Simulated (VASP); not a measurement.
# Si (Fd-3m) in VASP: notebook

Runs on Si. Level: PBE. Tasks: single point, relaxation of cell and atoms.

Everything below comes from runs of VASP 6.6.1. Logs are shortened: lines on timing, memory, paths and dates and some standing lists are left out, and cuts for length are marked.

## (1) The cell of the first run

The structure is cubic, space group Fd-3m (No. 227). Conventional cell: a = 5.470 Å, b = 5.470 Å, c = 5.470 Å, α = 90.00°, β = 90.00°, γ = 90.00°. Si (site symmetry -43m) has 4 Si at 2.37 Å within 3.1 Å.

## (2) Single point, PBE

INCAR

```
SYSTEM = Si
ALGO = Normal
EDIFF = 1E-7
ENCUT = 520
GGA = PE
ISIF = 2
ISMEAR = 0
LASPH = .TRUE.
LCHARG = .TRUE.
LELF = .TRUE.
LREAL = .FALSE.
LVHAR = .TRUE.
LWAVE = .FALSE.
NBANDS = 11
NELM = 100
PREC = Accurate
SIGMA = 0.02
```

KPOINTS

```
k-points
0
G
  7 7 7
  0 0 0
```

POSCAR

```
Si
1.0
    0.0000000000      2.7350716492      2.7350716492
    2.7350716492      0.0000000000      2.7350716492
    2.7350716492      2.7350716492      0.0000000000
Si
2
Direct
    0.7500000000      0.7500000000      0.7500000000
    0.5000000000      0.5000000000      0.5000000000
```

Potentials or basis: VASP PAW PBE potentials, release 64 (Si).

Launch:

```console
$ cat potpaw_PBE.64/Si/POTCAR > POTCAR
$ mpirun -np 1 vasp_std > vasp.out
```

OUTCAR:

```text
SYSTEM = Si
   EDIFF = 1E-7
   ENCUT = 520
   GGA = PE
   ISIF = 2
   ISMEAR = 0
   LASPH = .TRUE.
   LREAL = .FALSE.
   NELM = 100
   PREC = Accurate

 ion  position               nearest neighbor table
   1  0.750  0.750  0.750-   2 2.37   2 2.37   2 2.37   2 2.37
   2  0.500  0.500  0.500-   1 2.37   1 2.37   1 2.37   1 2.37

  LATTYP: Found a face centered cubic cell.
 ALAT       =     5.4701432984

  Lattice vectors:

 A1 = (   0.0000000000,   2.7350716492,   2.7350716492)
 A2 = (   2.7350716492,   0.0000000000,   2.7350716492)
 A3 = (   2.7350716492,   2.7350716492,   0.0000000000)

Analysis of symmetry for initial positions (statically):
=====================================================================
 Subroutine PRICEL returns:
 Original cell was already a primitive cell.

 Routine SETGRP: Setting up the symmetry group for a
 face centered cubic supercell.

 Subroutine GETGRP returns: Found 48 space group operations
 (whereof 24 operations were pure point group operations)
 out of a pool of 48 trial point group operations.

The static configuration has the point symmetry T_d .
 The point group associated with its full space group is O_h .

Analysis of symmetry for dynamics (positions and initial velocities):
=====================================================================
 Subroutine PRICEL returns:
 Original cell was already a primitive cell.

 Routine SETGRP: Setting up the symmetry group for a
 face centered cubic supercell.

 Subroutine GETGRP returns: Found 48 space group operations
 (whereof 24 operations were pure point group operations)
 out of a pool of 48 trial point group operations.

The dynamic configuration has the point symmetry T_d .
 The point group associated with its full space group is O_h .

 Subroutine INISYM returns: Found 48 space group operations
 (whereof 24 operations are pure point group operations),
 and found     1 'primitive' translations

----------------------------------------------------------------------------------------

                                     Primitive cell

  volume of cell :      40.9200

  direct lattice vectors                    reciprocal lattice vectors
     0.000000000  2.735071649  2.735071649    -0.182810567  0.182810567  0.182810567
     2.735071649  0.000000000  2.735071649     0.182810567 -0.182810567  0.182810567
     2.735071649  2.735071649  0.000000000     0.182810567  0.182810567 -0.182810567

  length of vectors
     3.867975420  3.867975420  3.867975420     0.316637191  0.316637191  0.316637191

  position of ions in fractional coordinates (direct lattice)
     0.750000000  0.750000000  0.750000000
     0.500000000  0.500000000  0.500000000

  ion indices of the primitive-cell ions
   primitive index   ion index
                 1           1
                 2           2

----------------------------------------------------------------------------------------

 KPOINTS: k-points

Automatic generation of k-mesh.
 Grid dimensions read from file:
 generate k-points for:    7    7    7

 Generating k-lattice:

  Cartesian coordinates                     Fractional coordinates (reciprocal lattice)
    -0.026115795  0.026115795  0.026115795     0.142857143  0.000000000  0.000000000
     0.026115795 -0.026115795  0.026115795     0.000000000  0.142857143  0.000000000
     0.026115795  0.026115795 -0.026115795     0.000000000  0.000000000  0.142857143

  Length of vectors
     0.045233884  0.045233884  0.045233884

  Shift w.r.t. Gamma in fractional coordinates (k-lattice)
     0.000000000  0.000000000  0.000000000

 Subroutine IBZKPT returns following result:
 ===========================================

 Found     20 irreducible k-points:

 Following reciprocal coordinates:
            Coordinates               Weight
  0.000000  0.000000  0.000000      1.000000
  0.142857  0.000000  0.000000      8.000000
  0.285714  0.000000  0.000000      8.000000
  0.428571  0.000000  0.000000      8.000000
  0.142857  0.142857  0.000000      6.000000
  0.285714  0.142857  0.000000     24.000000
[... 12 lines left out ...]
 -0.428571  0.428571  0.142857     24.000000
 -0.285714  0.428571  0.142857     24.000000
   k-points           NKPTS =     20   k-points in BZ     NKDIM =     20   number of bands    NBANDS=     11
   number of dos      NEDOS =    301   number of ions     NIONS =      2
   total plane-waves  NPLWV =  27000
   dimension x,y,z NGX =    30 NGY =   30 NGZ =   30
   dimension x,y,z NGXF=    60 NGYF=   60 NGZF=   60
   ions per type =               2
   NGX,Y,Z   is equivalent  to a cutoff of  12.89, 12.89, 12.89 a.u.
   NGXF,Y,Z  is equivalent  to a cutoff of  25.79, 25.79, 25.79 a.u.
 SYSTEM =  Si
   PREC   = accura    normal or accurate (medium, high low for compatibility)
   ISTART =      0    job   : 0-new  1-cont  2-samecut
   ICHARG =      2    charge: 1-file 2-atom 10-const
   ISPIN  =      1    spin polarized calculation?
   LNONCOLLINEAR =      F non collinear calculations
   LSORBIT =      F    spin-orbit coupling
   LASPH  =      T    aspherical Exc in radial PAW
   ENCUT  =  520.0 eV  38.22 Ry    6.18 a.u.   7.19  7.19  7.19*2*pi/ulx,y,z
   NELM   =    100;   NELMIN=  2; NELMDL= -5     # of ELM steps
   EDIFF  = 0.1E-06   stopping-criterion for ELM
   LREAL  =      F    real-space projection
   EDIFFG = 0.1E-05   stopping-criterion for IOM
   NSW    =      0    number of steps for IOM
   IBRION =     -1    ionic relax: 0-MD 1-quasi-New 2-CG
   NFREE  =      0    steps in history (QN), initial steepest desc. (CG)
   ISIF   =      2    stress and relaxation
   ISYM   =      2    0-nonsym 1-usesym 2-fastsym
   POTIM  = 0.5000    time-step for ionic-motion
   TEBEG  =    0.0;   TEEND  =   0.0 temperature during run
   PSTRESS=    0.0 pullay stress
   NELECT =       8.0000    total number of electrons
   NUPDOWN=      -1.0000    fix difference up-down
   EMIN   =  10.00;   EMAX   =-10.00  energy-range for DOS
   EFERMI =   0.00;   METHOD = LEGACY
   ISMEAR =     0;   SIGMA  =   0.02  broadening in eV -4-tet -1-fermi 0-gaus
   EFERMI_NEDOS =   21; number of points for ismear=-14 and -15
   IALGO  =     38    algorithm
   IMIX   =      4    mixing-type and parameters
     AMIX     =   0.40;   BMIX     =  1.00
     AMIX_MAG =   1.60;   BMIX_MAG =  1.00
  volume/ion in A,a.u.               =      20.46       138.07
  Fermi-wavevector in a.u.,A,eV,Ry     =   0.950151  1.795526 12.283171  0.902788
  Thomas-Fermi vector in A             =   2.078501
   LORBIT       =      0    0 simple, 1 ext, 2 COOP (PROOUT), +10 PAW based schemes
   GGA     = PE    functional components
   LHFCALC =     F    Hartree Fock is set to
   AEXX    =    0.0000 exact exchange contribution
   IVDW    =     0    specifies the selected vdW correction
   LEPSILON=     F    determine dielectric tensor
   LRPA    =     F    only Hartree local field effects (RPA)
 non-spin polarized calculation
 Gauss-broadening in eV      SIGMA  =   0.02
  energy-cutoff  :      520.00
  volume of cell :       40.92
 maximum number of plane-waves:      1117
 NGX is ok and might be reduce to    30
   NGX = 15   NGY = 15   NGZ = 15

 number of electron       8.0000001 magnetization

 Free energy of the ion-electron system (eV)
  ---------------------------------------------------
  ext. energy  EPLUGINS =         0.00000000
  ---------------------------------------------------
  free energy    TOTEN  =       -10.84061175 eV

  energy without entropy =      -10.84061175  energy(sigma->0) =      -10.84061175

 E-fermi :   5.7637     XC(G=0):  -9.3221

 val. band max:        5.6118595151   @ k =   0.0000   0.0000   0.0000
 cond. band min:       6.2237541127   @ k =   0.4286   0.4286   0.0000
 fundamental gap:      0.6118945976
 Fermi energy:         5.7637385454

 k-point     1 :       0.0000    0.0000    0.0000
  band No.  band energies     occupation
      1      -6.1982      2.00000
      2       5.6119      2.00000
      3       5.6119      2.00000
      4       5.6119      2.00000
      5       8.1670      0.00000
      6       8.1670      0.00000
      7       8.1670      0.00000
      8       8.7372      0.00000
      9      13.3189      0.00000
     10      13.3189      0.00000
     11      13.4864      0.00000

 k-point     2 :       0.1429    0.0000    0.0000
  band No.  band energies     occupation
      1      -5.9370      2.00000
      2       3.6920      2.00000
      3       5.2625      2.00000
      4       5.2625      2.00000
      5       7.9868      0.00000
      6       8.6780      0.00000
      7       8.6780      0.00000
      8      10.4553      0.00000
      9      12.7704      0.00000
     10      12.7704      0.00000
     11      14.4321      0.00000

 k-point     3 :       0.2857    0.0000    0.0000
  band No.  band energies     occupation
      1      -5.1852      2.00000
      2       1.1106      2.00000
      3       4.7551      2.00000
      4       4.7551      2.00000
      5       7.4432      0.00000
      6       9.1350      0.00000
      7       9.1350      0.00000
      8      12.9182      0.00000
      9      13.0493      0.00000
     10      13.0493      0.00000
     11      14.4355      0.00000
[... 211 lines left out ...]
 k-point    19 :      -0.4286    0.4286    0.1429
  band No.  band energies     occupation
      1      -2.9614      2.00000
      2      -1.0869      2.00000
      3       2.0935      2.00000
      4       2.4981      2.00000
      5       7.8293      0.00000
      6       8.1998      0.00000
      7      11.6954      0.00000
      8      14.1644      0.00000
      9      14.6663      0.00000
     10      16.5347      0.00000
     11      17.9310      0.00000

 k-point    20 :      -0.2857    0.4286    0.1429
  band No.  band energies     occupation
      1      -2.5367      2.00000
      2      -1.4753      2.00000
      3       1.4716      2.00000
      4       2.5874      2.00000
      5       8.3504      0.00000
      6      10.4405      0.00000
      7      11.1837      0.00000
      8      11.3411      0.00000
      9      14.5772      0.00000
     10      15.7405      0.00000
     11      18.6413      0.00000

------------------------ aborting loop because EDIFF is reached ----------------------------------------

  FORCE on cell =-STRESS in cart. coord.  units (eV):
  Direction    XX          YY          ZZ          XY          YZ          ZX
  --------------------------------------------------------------------------------------
  -------------------------------------------------------------------------------------
  Total       -0.0146274     -0.0146274     -0.0146274      0.0000000     -0.0000000      0.0000000
  in kB       -0.5727174     -0.5727174     -0.5727174      0.0000000     -0.0000000      0.0000000
  external PRESSURE =      -0.5727174 kB  Pullay stress =       0.0000000 kB

 VOLUME and BASIS-vectors are now :
 -----------------------------------------------------------------------------
  energy-cutoff  :      520.00
  volume of cell :       40.92
      direct lattice vectors                 reciprocal lattice vectors
     0.000000000  2.735071649  2.735071649    -0.182810567  0.182810567  0.182810567
     2.735071649  0.000000000  2.735071649     0.182810567 -0.182810567  0.182810567
     2.735071649  2.735071649  0.000000000     0.182810567  0.182810567 -0.182810567

 POSITION                                       TOTAL-FORCE (eV/Angst)
 -----------------------------------------------------------------------------------
      4.10261      4.10261      4.10261        -0.000000     -0.000000     -0.000000
      2.73507      2.73507      2.73507         0.000000      0.000000      0.000000
 -----------------------------------------------------------------------------------
    total drift:                                0.000000     -0.000000     -0.000000

  FREE ENERGIE OF THE ION-ELECTRON SYSTEM (eV)
  ---------------------------------------------------
  free  energy   TOTEN  =       -10.8406117463 eV

  energy  without entropy=      -10.8406117463  energy(sigma->0) =      -10.84061175
```

Wall time 13 s (1 thread of Intel Xeon Platinum 8259CL at 2.50GHz (Skylake/Cascade Lake), shared host); peak memory 0.15 GiB.

Results:

```yaml
Free_energy: -10.8406 eV
Pressure: -0.1 GPa
Band_gap_on_the_k_mesh: 0.61 eV (least direct gap 2.56 eV)
```

Caveat: an odd mesh through Γ misses points on the zone boundary, where band edges can lie.

## (3) Relaxation of cell and atoms, PBE

This run uses another cell than the first one, of 19.98 Å³/atom.

INCAR

```
SYSTEM = Si
PREC = Accurate
ENCUT = 600
EDIFF = 1E-6
ISMEAR = 0
SIGMA = 0.02
LREAL = .FALSE.
LASPH = .TRUE.
NELM = 60
ALGO = Normal
ISIF = 3
LWAVE = .FALSE.
LCHARG = .FALSE.
GGA = PE
IBRION = 2
NSW = 60
EDIFFG = -0.01
```

KPOINTS

```
regular mesh
0
G
  7 7 7
  0 0 0
```

POSCAR

```
Si
1.0
    0.0000000000      2.7135600000      2.7135600000
    2.7135600000      0.0000000000      2.7135600000
    2.7135600000      2.7135600000      0.0000000000
Si
2
Direct
    0.7500000000      0.7500000000      0.7500000000
    0.5000000000      0.5000000000      0.5000000000
```

Potentials or basis: VASP PAW PBE potentials, release 64 (Si).

Launch:

```console
$ cat potpaw_PBE.64/Si/POTCAR > POTCAR
$ mpirun -np 1 vasp_std > vasp.out
```

It took 17 s on 1 thread of Intel Xeon Platinum 8259CL at 2.50GHz (Skylake/Cascade Lake), shared host; peak memory 0.16 GiB.

The run converged. Its results:

| Property | Result |
| --- | --- |
| Free energy | -10.8407 eV |
| Relaxed volume | 20.45 Å³/atom |
| Relaxed cell | a = 3.867 Å, b = 3.867 Å, c = 3.867 Å, α = 60.00°, β = 60.00°, γ = 60.00° |
| Space group after relaxing (to 0.1 Å) | Fd-3m (No. 227) |
| Energy gained by relaxing | 3.1 meV/atom |
| Ionic steps | 3 |
| Pressure after relaxing | 0.0 GPa |
| Band gap on the k mesh | 0.61 eV (least direct gap 2.56 eV) |

Step by step:
```tsv
step	energy change (eV)	largest force (eV/Å)	pressure (GPa)	volume (Å³)
1	0.0000	0.0000	2.17	39.96
2	-0.0033	0.0000	-1.36	41.55
3	-0.0062	0.0000	0.01	40.89
```

Final structure:
```
CELL_PARAMETERS angstrom
0.00000 2.73449 2.73449
2.73449 0.00000 2.73449
2.73449 2.73449 0.00000
ATOMIC_POSITIONS crystal
Si 0.75000 0.75000 0.75000
Si 0.50000 0.50000 0.50000
```

Levels at points of the mesh, in eV from the valence-band top:
```csv
k point,band 1,band 2,band 3,band 4,band 5,band 6,band 7,band 8
"(0.00, 0.00, 0.00)",-11.81,0.00,0.00,0.00,2.56,2.56,2.56,3.13
```

Caveat: an odd mesh through Γ misses points on the zone boundary, where band edges can lie. Zero-point motion and thermal expansion aren't in these numbers.
